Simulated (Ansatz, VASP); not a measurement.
## Two plane-wave programs on TiAl

```
CELL_PARAMETERS angstrom
3.17906 0.00000 0.00000
0.00000 3.17906 0.00000
0.00000 0.00000 3.17906
ATOMIC_POSITIONS crystal
Ti 0.00000 0.00000 0.00000
Al 0.50000 0.50000 0.50000
```

Alike in both runs: task relaxation of cell and atoms; functional HSE06; k mesh 4 × 4 × 4; occupations fermi-dirac, width 0.05 eV; no spin polarisation.

```csv
,VASP,Ansatz
version,VASP 6.6.1,Ansatz 0.2.0
potentials or method,"VASP PAW PBE potentials, release 64 (Ti_sv, Al)",Ansatz PAW
plane-wave cutoff (eV),600,420
valence electrons in the cell,15,15
```

VASP gave:

| Quantity | Value |
| --- | --- |
| gap on the k mesh at the Fermi level, each at its own relaxed structure (eV) | none |
| relaxed volume (Å³/atom) | 15.91 |
| relaxed length of the cell vector where the two differ most in proportion (Å) | 3.169 |

Task: What did Ansatz give for the same quantities?

Result: gap on the k mesh at the Fermi level, each at its own relaxed structure (eV): none; relaxed volume (Å³/atom): 15.92; relaxed length of the cell vector where the two differ most in proportion (Å): 3.169.

A gap of «none» marks a metal or a gap that the smearing closes.

The k mesh is coarse, so the values compare programs but aren't converged. Noted on Ansatz's run: the plane-wave basis is chosen anew once the cell has moved, so the energies of steps on either side of that aren't comparable.
